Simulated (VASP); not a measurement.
Write the native input for VASP 6.6.1 that does the following.

* Task: single point
* Functional: PBE
* Potentials or basis: VASP PAW PBE potentials, release 64 (Co_sv)
* Cutoff: 690 eV
* k mesh: 12 × 12 × 7
* Occupations: gaussian, width 0.028 eV
* Spin: collinear spin, ferromagnetic start
* Starting moments: [2.0, 2.0] μB
* Dipole correction: no
* Further INCAR settings: ALGO = Normal; EDIFF = 1e-06; NBANDS = 28

The structure of Co lies in POSCAR:

```
Co
1.0
    2.4873648738      0.0000000000      0.0000000000
   -1.2436824369      2.1541211692      0.0000000000
    0.0000000000      0.0000000000      4.0632895034
Co
2
Direct
    0.3333333333      0.6666666667      0.7401390000
    0.6666666667      0.3333333333      0.2598610000
```

These files were run (other wordings do the same):

INCAR

```
PREC     = Accurate       # precision mode
ENCUT    = 690            # plane-wave cutoff, eV
EDIFF    = 1E-6           # SCF threshold, eV
ISMEAR   = 0              # smearing method
SIGMA    = 0.028000000000000004 # smearing width, eV
LREAL    = False          # projectors in reciprocal space
LASPH    = True           # aspherical terms in the spheres
NELM     = 200            # most SCF steps
ALGO     = Normal         # electronic algorithm
ISIF     = 2              # what is computed and relaxed
LWAVE    = False          # write WAVECAR
LCHARG   = True           # write CHGCAR
ISPIN    = 2              # spin polarisation
MAGMOM   = 2 2            # initial moments
LORBIT   = 11             # projections on sites
LMAXMIX  = 4              # l up to which the mixer works
GGA      = PE             # functional
LELF     = True           # ELF
LVHAR    = True         
NBANDS   = 28             # bands
GGA_COMPAT= False
```

KPOINTS

```
Automatic mesh
0
Gamma
  12 12 7
```

Potentials or basis: VASP PAW PBE potentials, release 64 (Co_sv).

The run is started by

```console
$ cat potpaw_PBE.64/Co_sv/POTCAR > POTCAR
$ mpirun -np 1 vasp_std > vasp.out
```

It gave:

```yaml
Pressure: -0.9 GPa
Largest_force: 0.483 eV/Å
Net_moment: 3.28 μB per cell
Site_moments: Co +1.71 μB
Valence_electrons_inside_the_program's_atomic_spheres: Co 15.06
```

It took 2.5 min on 1 thread of AMD EPYC 7R13 Processor (Zen 3) (shared host), peak memory 0.23 GiB.
